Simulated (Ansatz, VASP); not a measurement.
**One calculation of Te, two programs**

```
Te
1.0
     3.82029   -2.14820    0.00000
     3.82029    2.14820    0.00000
    -0.09429    0.00000    5.97609
Te
3
Direct
  0.69055 0.69055 0.66119
  0.30945 0.30945 0.33881
  0.00000 0.00000 0.00000
```

Alike in both runs: task single point; functional r2SCAN; dispersion rVV10; k mesh 6 × 6 × 4; occupations gaussian, width 0.1 eV; no spin polarisation.

|  | VASP | Ansatz |
| --- | --- | --- |
| version | VASP 6.6.1 | Ansatz 0.2.0 |
| potentials or method | VASP PAW PBE potentials, release 64 (Te), cutoff 550 eV | scalar-relativistic, plane waves, PAW |
| valence electrons in the cell | 18 | 48 |

VASP gave:

```
gap on the k mesh at the Fermi level (eV)                     : none
pressure (GPa)                                                : -0.6
traceless stress, the component that is largest in VASP (GPa) : 0.33
rms of the force components (eV/Å)                            : 0.013
```

Q: Which values does Ansatz return?

A: gap on the k mesh at the Fermi level (eV): none; pressure (GPa): -0.8; traceless stress, the component that is largest in VASP (GPa): 0.33; rms of the force components (eV/Å): 0.018.

VASP's potentials were made for PBE, not for r2SCAN. Atom by atom the forces differ by 0.005 eV/Å (rms over components). A gap of «none» marks a metal or a gap that the smearing closes. VASP's potentials hold 18 valence electrons a cell and Ansatz's 48, so a difference there can come from the potentials and not from the codes.

Neither program's run includes spin-orbit coupling.
